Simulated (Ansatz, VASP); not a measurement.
# PbF2: VASP beside Ansatz

```xyz
3
Lattice="0.0000 2.9570 2.9458 2.9458 0.0000 2.9458 2.9458 2.9570 0.0000" Properties=species:S:1:pos:R:3 pbc="T T T"
Pb    0.0000    0.0000    0.0000
F     1.4729    1.4785    1.4729
F     4.4187    4.4355    4.4187
```

Change from the starting cell: uniaxial_y strain +0.4%.

Alike in both runs: task single point; functional HSE06; k mesh 6 × 6 × 6; no spin polarisation.

|  | VASP | Ansatz |
| --- | --- | --- |
| version | VASP 6.6.1 | Ansatz 0.2.0 |
| potentials or method | VASP PAW PBE potentials, release 64 (Pb_d, F) | plane waves, PAW |
| plane-wave cutoff (eV) | 520 | 420 |
| occupations | gaussian, width 0.01 eV | fixed |
| valence electrons in the cell | 28 | 28 |

Ansatz gave:

| Item | Value |
| --- | --- |
| gap on the k mesh at the Fermi level (eV) | 5.74 |
| pressure (GPa) | 2.1 |
| traceless stress, the component that is largest in VASP (GPa) | -0.14 |

Problem. Which values does VASP return?

Solution. gap on the k mesh at the Fermi level (eV): 5.73; pressure (GPa): 2.0; traceless stress, the component that is largest in VASP (GPa): -0.14.

Ansatz's warnings: stress exchange threshold loose, stress scf threshold loose.

Neither program's run includes spin-orbit coupling.
